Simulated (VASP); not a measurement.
Crystal: FeO.

```
CELL_PARAMETERS angstrom
2.78289 0.00000 0.00000
0.00000 2.78289 0.00000
0.00000 0.00000 2.78289
ATOMIC_POSITIONS crystal
Fe 0.00000 0.00000 0.00000
O 0.50000 0.50000 0.50000
```

```yaml
Program: VASP 6.6.1
Task: relaxation of cell and atoms
Functional: PBE
Potentials_or_basis: VASP PAW PBE potentials, release 64 (Fe, O)
Cutoff: 600 eV
k_mesh: 6 × 6 × 6
Occupations: gaussian, width 0.1 eV
Spin: collinear spin, ferromagnetic start
Starting_moments: "[3.87, 0.41] μB"
```

At the start: pressure -21.1 GPa; volume 10.78 Å³/atom.

Task: How do energy, volume and symmetry change on relaxing?

Result: Over 3 steps the energy falls by 114.0 meV/atom and the volume is 9.28 Å³/atom (-13.9 %); space group Pm-3m (No. 221, to 0.1 Å) before and after; moment 4.00 μB per cell.

Step by step:
```csv
step,energy change (eV),largest force (eV/Å),pressure (GPa),volume (Å³)
1,0.0000,0.0000,-21.09,21.55
2,-0.1795,0.0000,14.55,17.42
3,-0.2279,0.0000,-0.04,18.56
```

Final structure:
```xyz
2
Lattice="2.6475 0.0000 0.0000 0.0000 2.6475 0.0000 0.0000 0.0000 2.6475" Properties=species:S:1:pos:R:3 pbc="T T T"
Fe    0.0000    0.0000    0.0000
O     1.3237    1.3237    1.3237
```

Caveat: the k points lie up to 0.40 Å⁻¹ apart in the final cell, too coarse for converged energies and pressures of a metal; a cell with one magnetic atom can't hold antiferromagnetic order, which such compounds often take.
